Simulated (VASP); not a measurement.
# In2S in VASP: further runs

In2S is run at these levels: PBE; tasks: single point.

Program: VASP 6.6.1. These are calculated values, not measurements. Logs are shortened: lines on timing, memory, paths and dates and some standing lists are left out, and cuts for length are marked.

### 1 The cell of the first run

It takes space group P-4m2 (No. 115, tetragonal). Conventional cell: a = 3.945 Å, b = 3.945 Å, c = 5.442 Å, α = 90.00°, β = 90.00°, γ = 90.00°. In (site symmetry 2mm) has 2 S at 2.70 Å and 4 In at 3.30 Å within 3.6 Å. In (site symmetry 2mm) has 2 S at 2.70 Å and 4 In at 3.30 Å within 3.6 Å. S (site symmetry -4m2) has 4 In at 2.70 Å within 3.6 Å.

### 2 Single point, PBE

File INCAR:

```
PREC = Accurate
ENCUT = 520
EDIFF = 1E-6
ISMEAR = 0
SIGMA = 0.2
LREAL = F
LASPH = T
NELM = 60
ALGO = Normal
ISIF = 2
LWAVE = F
LCHARG = T
GGA = PE
LELF = T
LVHAR = T
NBANDS = 41
```

File KPOINTS:

```
regular mesh
0
Gamma
  6 4 4
```

File POSCAR:

```
In2S
1.0
    0.0000000000      3.9454275139      0.0000000000
    0.0000000000      0.0000000000      5.4424722845
    7.8908550278      0.0000000000      0.0000000000
In S
4 2
Direct
    0.0000000000      0.6618652174      0.2500000000
    0.0000000000      0.6618652174      0.7500000000
    0.5000000000      0.3381347826      0.5000000000
    0.5000000000      0.3381347826      0.0000000000
    0.0000000000      0.0000000000      0.5000000000
    0.0000000000      0.0000000000      0.0000000000
```

Potentials or basis: VASP PAW PBE potentials, release 64 (In_d, S).

Run with:

```console
$ cat potpaw_PBE.64/In_d/POTCAR potpaw_PBE.64/S/POTCAR > POTCAR
$ mpirun -np 1 vasp_std > vasp.out
```

OUTCAR:

```text
PREC = Accurate
   ENCUT = 520
   EDIFF = 1E-6
   ISMEAR = 0
   LREAL = F
   LASPH = T
   NELM = 60
   ISIF = 2
   GGA = PE

 ion  position               nearest neighbor table
   1  0.000  0.662  0.250-   5 2.70   6 2.70   3 3.30   4 3.30   3 3.30   4 3.30   2 3.95   2 3.95

   2  0.000  0.662  0.750-   5 2.70   6 2.70   3 3.30   4 3.30   3 3.30   4 3.30   1 3.95   1 3.95

   3  0.500  0.338  0.500-   5 2.70   5 2.70   1 3.30   1 3.30   2 3.30   2 3.30   4 3.95   4 3.95

   4  0.500  0.338  0.000-   6 2.70   6 2.70   1 3.30   1 3.30   2 3.30   2 3.30   3 3.95   3 3.95

   5  0.000  0.000  0.500-   1 2.70   2 2.70   3 2.70   3 2.70
   6  0.000  0.000  0.000-   1 2.70   2 2.70   4 2.70   4 2.70

  LATTYP: Found a simple orthorhombic cell.
 ALAT       =     3.9454275139
 B/A-ratio  =     1.3794379102
 C/A-ratio  =     2.0000000000

  Lattice vectors:

 A1 = (   0.0000000000,   3.9454275139,   0.0000000000)
 A2 = (   0.0000000000,   0.0000000000,   5.4424722845)
 A3 = (   7.8908550278,   0.0000000000,   0.0000000000)

Analysis of symmetry for initial positions (statically):
=====================================================================
 Subroutine PRICEL returns following result:

  LATTYP: Found a simple tetragonal cell.
 ALAT       =     3.9454275139
 C/A-ratio  =     1.3794379102

  Lattice vectors:

 A1 = (   0.0000000000,  -3.9454275139,   0.0000000000)
 A2 = (   3.9454275139,   0.0000000000,   0.0000000000)
 A3 = (   0.0000000000,   0.0000000000,   5.4424722845)

   2 primitive cells build up your supercell.

 Routine SETGRP: Setting up the symmetry group for a
 simple orthorhombic supercell.

 Subroutine GETGRP returns: Found  4 space group operations
 (whereof  4 operations were pure point group operations)
 out of a pool of  8 trial point group operations.

The static configuration has the point symmetry C_2v.

Analysis of symmetry for dynamics (positions and initial velocities):
=====================================================================
 Subroutine PRICEL returns following result:

  LATTYP: Found a simple tetragonal cell.
 ALAT       =     3.9454275139
 C/A-ratio  =     1.3794379102

  Lattice vectors:

 A1 = (   0.0000000000,  -3.9454275139,   0.0000000000)
 A2 = (   3.9454275139,   0.0000000000,   0.0000000000)
 A3 = (   0.0000000000,   0.0000000000,   5.4424722845)

   2 primitive cells build up your supercell.

 Routine SETGRP: Setting up the symmetry group for a
 simple orthorhombic supercell.

 Subroutine GETGRP returns: Found  4 space group operations
 (whereof  4 operations were pure point group operations)
 out of a pool of  8 trial point group operations.

The dynamic configuration has the point symmetry C_2v.

 Subroutine INISYM returns: Found  4 space group operations
 (whereof  4 operations are pure point group operations),
 and found     2 'primitive' translations

----------------------------------------------------------------------------------------

                                     Primitive cell

  volume of cell :      84.7197

  direct lattice vectors                    reciprocal lattice vectors
     0.000000000 -3.945427514  0.000000000     0.000000000 -0.253457958  0.000000000
     3.945427514  0.000000000  0.000000000     0.253457958  0.000000000  0.000000000
     0.000000000  0.000000000  5.442472284     0.000000000  0.000000000  0.183740026

  length of vectors
     3.945427514  3.945427514  5.442472284     0.253457958  0.253457958  0.183740026

  position of ions in fractional coordinates (direct lattice)
     0.000000000  0.500000000  0.661865217
     0.500000000  0.000000000  0.338134783
     0.000000000  0.000000000  0.000000000

  ion indices of the primitive-cell ions
   primitive index   ion index
                 1           1
                 2           3
                 3           5

----------------------------------------------------------------------------------------

 KPOINTS: regular mesh

Automatic generation of k-mesh.
 Grid dimensions read from file:
 generate k-points for:    6    4    4

 Generating k-lattice:

  Cartesian coordinates                     Fractional coordinates (reciprocal lattice)
     0.000000000  0.042242993  0.000000000     0.166666667  0.000000000  0.000000000
     0.000000000  0.000000000  0.045935007     0.000000000  0.250000000  0.000000000
     0.031682245  0.000000000  0.000000000     0.000000000  0.000000000  0.250000000

  Length of vectors
     0.042242993  0.045935007  0.031682245

  Shift w.r.t. Gamma in fractional coordinates (k-lattice)
     0.000000000  0.000000000  0.000000000

 Subroutine IBZKPT returns following result:
 ===========================================

 Found     36 irreducible k-points:

 Following reciprocal coordinates:
            Coordinates               Weight
  0.000000  0.000000  0.000000      1.000000
  0.166667  0.000000  0.000000      2.000000
  0.333333  0.000000  0.000000      2.000000
  0.500000  0.000000  0.000000      1.000000
  0.000000  0.250000  0.000000      2.000000
  0.166667  0.250000  0.000000      4.000000
[... 16 lines left out ...]
  0.333333  0.500000  0.250000      4.000000
  0.500000  0.500000  0.250000      2.000000
 [... further k-points ...]
   k-points           NKPTS =     36   k-points in BZ     NKDIM =     36   number of bands    NBANDS=     41
   number of dos      NEDOS =    301   number of ions     NIONS =      6
   total plane-waves  NPLWV =  72000
   dimension x,y,z NGX =    30 NGY =   40 NGZ =   60
   dimension x,y,z NGXF=    60 NGYF=   80 NGZF=  120
   ions per type =               4   2
   NGX,Y,Z   is equivalent  to a cutoff of  12.64, 12.22, 12.64 a.u.
   NGXF,Y,Z  is equivalent  to a cutoff of  25.28, 24.44, 25.28 a.u.
 SYSTEM =  unknown system
   PREC   = accura    normal or accurate (medium, high low for compatibility)
   ISTART =      0    job   : 0-new  1-cont  2-samecut
   ICHARG =      2    charge: 1-file 2-atom 10-const
   ISPIN  =      1    spin polarized calculation?
   LNONCOLLINEAR =      F non collinear calculations
   LSORBIT =      F    spin-orbit coupling
   LASPH  =      T    aspherical Exc in radial PAW
   ENCUT  =  520.0 eV  38.22 Ry    6.18 a.u.   7.34 10.12 14.67*2*pi/ulx,y,z
   NELM   =     60;   NELMIN=  2; NELMDL= -5     # of ELM steps
   EDIFF  = 0.1E-05   stopping-criterion for ELM
   LREAL  =      F    real-space projection
[... 7 lines left out ...]
   TEBEG  =    0.0;   TEEND  =   0.0 temperature during run
   PSTRESS=    0.0 pullay stress
   NELECT =      64.0000    total number of electrons
   NUPDOWN=      -1.0000    fix difference up-down
   EMIN   =  10.00;   EMAX   =-10.00  energy-range for DOS
   EFERMI =   0.00;   METHOD = LEGACY
   ISMEAR =     0;   SIGMA  =   0.20  broadening in eV -4-tet -1-fermi 0-gaus
   EFERMI_NEDOS =   21; number of points for ismear=-14 and -15
   IALGO  =     38    algorithm
   IMIX   =      4    mixing-type and parameters
     AMIX     =   0.40;   BMIX     =  1.00
     AMIX_MAG =   1.60;   BMIX_MAG =  1.00
  volume/ion in A,a.u.               =      28.24       190.57
  Fermi-wavevector in a.u.,A,eV,Ry     =   1.183396  2.236294 19.053948  1.400426
  Thomas-Fermi vector in A             =   2.319631
   LORBIT       =      0    0 simple, 1 ext, 2 COOP (PROOUT), +10 PAW based schemes
   GGA     = PE    functional components
   LHFCALC =     F    Hartree Fock is set to
   AEXX    =    0.0000 exact exchange contribution
   IVDW    =     0    specifies the selected vdW correction
   LEPSILON=     F    determine dielectric tensor
   LRPA    =     F    only Hartree local field effects (RPA)
 non-spin polarized calculation
 Gauss-broadening in eV      SIGMA  =   0.20
  energy-cutoff  :      520.00
  volume of cell :      169.44
 maximum number of plane-waves:      4588
 NGX is ok and might be reduce to    30
   NGX = 15   NGY = 21   NGZ = 29

 number of electron      64.0000002 magnetization

 Free energy of the ion-electron system (eV)
  ---------------------------------------------------
  ext. energy  EPLUGINS =         0.00000000
  ---------------------------------------------------
  free energy    TOTEN  =       -20.11231408 eV

  energy without entropy =      -20.07658706  energy(sigma->0) =      -20.09445057

 E-fermi :   5.2608     XC(G=0):  -9.1729

 val. band max:        5.2422857335   @ k =   0.0000   0.0000   0.5000
 cond. band min:       5.3333267282   @ k =   0.3333   0.2500   0.2500
 fundamental gap:      0.0910409947
 Fermi energy:         5.2607838088

 k-point     1 :       0.0000    0.0000    0.0000
  band No.  band energies     occupation
      1      -9.5266      2.00000
      2      -9.4646      2.00000
      3      -9.3504      2.00000
      4      -9.3477      2.00000
      5      -9.3416      2.00000
      6      -9.3207      2.00000
[... 33 lines left out ...]
     40      10.8186      0.00000
     41      10.8380      0.00000

 k-point     2 :       0.1667    0.0000    0.0000
  band No.  band energies     occupation
      1      -9.5139      2.00000
      2      -9.5003      2.00000
      3      -9.3661      2.00000
      4      -9.3396      2.00000
      5      -9.3319      2.00000
      6      -9.3147      2.00000
[... 33 lines left out ...]
     40      10.2668      0.00000
     41      11.0797      0.00000

 k-point     3 :       0.3333    0.0000    0.0000
  band No.  band energies     occupation
      1      -9.5739      2.00000
      2      -9.4608      2.00000
      3      -9.3663      2.00000
      4      -9.3643      2.00000
      5      -9.3485      2.00000
      6      -9.3326      2.00000
[... 33 lines left out ...]
     40      10.3512      0.00000
     41      10.9798      0.00000

 k-point     4 :       0.5000    0.0000    0.0000
  band No.  band energies     occupation
      1      -9.5967      2.00000
      2      -9.4628      2.00000
      3      -9.3501      2.00000
      4      -9.3497      2.00000
      5      -9.3477      2.00000
      6      -9.3400      2.00000
[... 825 lines left out ...]
     40      10.7409      0.00000
     41      10.9830      0.00000

 k-point    23 :       0.3333    0.5000    0.2500
  band No.  band energies     occupation
      1      -9.4940      2.00000
      2      -9.4925      2.00000
      3      -9.3735      2.00000
      4      -9.3659      2.00000
      5      -9.3457      2.00000
      6      -9.3409      2.00000
[... 33 lines left out ...]
     40      10.3968      0.00000
     41      10.9453      0.00000

 k-point    24 :       0.5000    0.5000    0.2500
  band No.  band energies     occupation
      1      -9.5249      2.00000
      2      -9.4915      2.00000
      3      -9.3679      2.00000
      4      -9.3608      2.00000
      5      -9.3596      2.00000
      6      -9.3485      2.00000
[... 33 lines left out ...]
     40       9.9160      0.00000
     41      10.9003      0.00000

 [... further k-points ...]
[... 5 lines left out ...]
  --------------------------------------------------------------------------------------
  -------------------------------------------------------------------------------------
  Total       -0.2324600      0.1441437     -0.0637902      0.0000000      0.0000000      0.0000000
  in kB       -2.1980852      1.3629871     -0.6031847      0.0000000      0.0000000      0.0000000
  external PRESSURE =      -0.4794276 kB  Pullay stress =       0.0000000 kB

 VOLUME and BASIS-vectors are now :
 -----------------------------------------------------------------------------
  energy-cutoff  :      520.00
  volume of cell :      169.44
      direct lattice vectors                 reciprocal lattice vectors
     0.000000000  3.945427514  0.000000000     0.000000000  0.253457958  0.000000000
     0.000000000  0.000000000  5.442472284     0.000000000  0.000000000  0.183740026
     7.890855028  0.000000000  0.000000000     0.126728979  0.000000000  0.000000000

 POSITION                                       TOTAL-FORCE (eV/Angst)
 -----------------------------------------------------------------------------------
      1.97271      0.00000      3.60218         0.000000     -0.000000     -0.035935
      5.91814      0.00000      3.60218         0.000000     -0.000000     -0.035935
      3.94543      1.97271      1.84029        -0.000000     -0.000000      0.028037
      0.00000      1.97271      1.84029        -0.000000      0.000000      0.028037
      3.94543      0.00000      0.00000         0.000000      0.000000      0.007897
      0.00000      0.00000      0.00000         0.000000      0.000000      0.007897
 -----------------------------------------------------------------------------------
    total drift:                                0.000000      0.000000     -0.000180

  FREE ENERGIE OF THE ION-ELECTRON SYSTEM (eV)
  ---------------------------------------------------
  free  energy   TOTEN  =       -20.1123140844 eV

  energy  without entropy=      -20.0765870600  energy(sigma->0) =      -20.09445057
```

It took 2.2 min on 1 thread of Intel Xeon 6975P-C (Granite Rapids), shared host; peak memory 0.36 GiB.

Results:

```yaml
Free_energy: -20.1123 eV
Pressure: 0.0 GPa
Largest_force: 0.036 eV/Å
Band_gap_on_the_k_mesh: zero (bands 32 and 33 overlap by 2.24 eV)
```

Forces in eV/Å, atoms in the order of the input:
```
In   0.000  0.000 -0.036
In   0.000  0.000 -0.036
In   0.000  0.000  0.028
In   0.000  0.000  0.028
S    0.000  0.000  0.008
S    0.000  0.000  0.008
```

Stress tensor (GPa, compression positive):
```
-0.22  0.00  0.00
 0.00  0.14  0.00
 0.00  0.00 -0.06
```

Caveat: spin-orbit coupling is left out, which moves the levels of the heavy elements.

### 3 Single point, PBE

File INCAR:

```
ALGO = Normal ; EDIFF = 1E-7
ENCUT = 520 ; GGA = PE
ISIF = 2 ; ISMEAR = 0
LASPH = True ; LCHARG = False
LREAL = False ; LWAVE = False
NBANDS = 41 ; NELM = 100
PREC = Accurate ; SIGMA = 0.2
```

File KPOINTS:

```
k-points
0
Gamma
  6 4 4
```

File POSCAR:

```
In2S
1.0
    0.0080650041      3.9721669739     -0.0097890905
    0.0002259668     -0.0135004622      5.4280622131
    7.8506168222      0.0172406203      0.0001600001
In S
4 2
Direct
    0.0016482944      0.6608447497      0.2500035092
    0.0013911805      0.6607771432      0.7499734408
    0.4974249430      0.3387406789      0.4997856314
    0.5028432473      0.3387102758      0.0002166436
   -0.0044292620      0.0004492646      0.5000500895
    0.0011215970      0.0004778878     -0.0000293145
```

Potentials or basis: VASP PAW PBE potentials, release 64 (In_d, S).

Run with:

```console
$ cat potpaw_PBE.64/In_d/POTCAR potpaw_PBE.64/S/POTCAR > POTCAR
$ mpirun -np 1 vasp_std > vasp.out
```

Run time: 3.4 min. Hardware: 1 thread of Intel Xeon 6975P-C (Granite Rapids), shared host; peak memory 0.41 GiB.

It converged, with:

| Quantity | Value |
| --- | --- |
| Free energy | -20.1139 eV |
| Pressure | 0.0 GPa |
| Largest force | 0.022 eV/Å |
| Band gap on the k mesh | zero (bands 32 and 33 overlap by 2.23 eV) |

Forces in eV/Å, atoms in the order of the input:
```
In   0.000 -0.001 -0.019
In   0.001  0.000 -0.022
In   0.004  0.003  0.012
In  -0.004 -0.003  0.012
S   -0.003  0.001  0.009
S    0.002  0.000  0.008
```

Levels at points of the mesh, in eV from the Fermi level:
| k point | band 28 | band 29 | band 30 | band 31 | band 32 | band 33 | band 34 | band 35 | band 36 | band 37 |
| --- | --- | --- | --- | --- | --- | --- | --- | --- | --- | --- |
| (0.00, 0.00, 0.00) | -2.49 | -2.40 | -2.09 | -1.96 | 0.45 | 1.43 | 2.07 | 3.39 | 3.53 | 3.70 |
| (0.50, 0.00, 0.00) | -3.28 | -2.04 | -1.97 | -1.72 | -0.84 | -0.80 | -0.34 | 0.44 | 2.97 | 3.01 |
| (0.00, 0.50, 0.00) | -2.17 | -2.01 | -1.72 | -1.40 | -0.42 | 1.62 | 2.13 | 2.33 | 3.07 | 3.28 |
| (0.50, 0.50, 0.00) | -3.92 | -1.97 | -1.96 | -1.93 | -1.18 | -0.42 | 1.40 | 1.67 | 2.65 | 3.08 |
| (0.00, 0.00, 0.50) | -3.40 | -2.29 | -2.29 | 0.03 | 0.03 | 1.67 | 1.67 | 2.78 | 2.78 | 3.83 |
| (0.50, 0.00, 0.50) | -3.36 | -2.22 | -2.22 | -1.79 | -1.79 | 0.37 | 0.37 | 1.99 | 2.00 | 2.14 |
| (0.00, 0.50, 0.50) | -2.37 | -2.13 | -2.13 | -0.60 | -0.59 | 0.76 | 0.76 | 2.79 | 2.80 | 3.99 |
| (0.50, 0.50, 0.50) | -3.40 | -3.34 | -3.34 | -0.95 | -0.95 | 1.44 | 1.44 | 2.38 | 2.39 | 2.60 |

Caveat: spin-orbit coupling is left out, which moves the levels of the heavy elements.

The gap in the log of VASP goes by the Fermi energy; the results here count the filled bands.